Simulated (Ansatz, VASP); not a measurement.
## Two plane-wave programs on Ir

```
Ir
1.0
     2.97149    0.00000    0.00000
    -1.48574    2.57338    0.00000
     0.00000    0.00000    4.46229
Ir
2
Cartesian
  1.4857 0.8578 3.3467
  0.0000 1.7156 1.1156
```

Change from the starting cell: strain +0.080 along x and y, +0.000 along z, atoms carried along.

Alike in both runs: task single point; functional PBE; k mesh 18 × 18 × 12; occupations gaussian, width 0.15 eV; no spin polarisation.

|  | VASP | Ansatz |
| --- | --- | --- |
| version | VASP 6.6.1 | Ansatz 0.2.0 |
| potentials or method | VASP PAW PBE potentials, release 64 (Ir), cutoff 520 eV | scalar-relativistic, plane waves, PAW |
| valence electrons in the cell | 18 | 34 |

```tsv
	VASP	Ansatz	Ansatz less VASP
gap on the k mesh at the Fermi level (eV)	none	none	-
pressure (GPa)	-34.1	-34.3	-0.23
traceless stress, the component that is largest in VASP (GPa)	6.23	6.25	+0.026
```

A gap of «none» marks a metal or a gap that the smearing closes. Both programs put the cell under strong tension, so it lies far from rest at this level. VASP's potentials hold 18 valence electrons a cell and Ansatz's 34, so a difference there can come from the potentials and not from the codes.

Spin-orbit coupling is off throughout. Noted on VASP's run: the cell as given lies far from equilibrium.
